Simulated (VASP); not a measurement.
Write the native input for VASP 6.6.1 that does the following.

```yaml
Task: single point
Functional: PBE
Potentials_or_basis: VASP PAW PBE potentials, release 64 (Al, O)
Cutoff: 520 eV
k_mesh: 4 × 4 × 4
Occupations: gaussian, width 0.1 eV
Spin: no spin polarisation
Dipole_correction: no
Further_INCAR_settings: ALGO = Normal; EDIFF = 1e-06; NBANDS = 24
```

The structure of AlO2 lies in POSCAR:

```
AlO2
1.0
    4.1457144700      0.0000000000      0.0000000000
    0.0000000000      4.1457144700      0.0000000000
    0.0000000000      0.0000000000      3.7484699800
Al O
2 4
Direct
    0.0000000000      0.5000000000      0.0000000000
    0.5000000000      0.0000000000      0.0000000000
    0.2379686900      0.7379686900      0.0000000000
    0.7620313100      0.2620313100      0.0000000000
    0.7379686900      0.7620313100      0.0000000000
    0.2620313100      0.2379686900      0.0000000000
```

These files were run (other wordings do the same):

INCAR

```
PREC = Accurate
ENCUT = 520
EDIFF = 1E-6
ISMEAR = 0
SIGMA = 0.1
LREAL = False
LASPH = True
NELM = 60
ALGO = Normal
ISIF = 2
LWAVE = False
LCHARG = True
GGA = PE
LELF = True
LVHAR = True
NBANDS = 24
```

KPOINTS

```
Automatic mesh
0
Gamma
  4 4 4
```

Potentials or basis: VASP PAW PBE potentials, release 64 (Al, O).

Launch:

```sh
$ cat potpaw_PBE.64/Al/POTCAR potpaw_PBE.64/O/POTCAR > POTCAR
$ mpirun -np 1 vasp_std > vasp.out
```

Results of the run:

```
Pressure               : 160.6 GPa
Largest force          : 11.592 eV/Å
Band gap on the k mesh : zero (band 15 reaches 4.42 eV, above the bottom of band 16 at 1.30 eV)
```

Caveat: the k points lie up to 0.42 Å⁻¹ apart; forces of over 1 eV/Å act on the atoms, so gaps and moduli don't describe the material at rest.

Wall time 18 s on 1 thread of Intel(R) Xeon(R) Platinum 8488C (Sapphire Rapids), with other jobs on the host, peak memory 0.16 GiB.
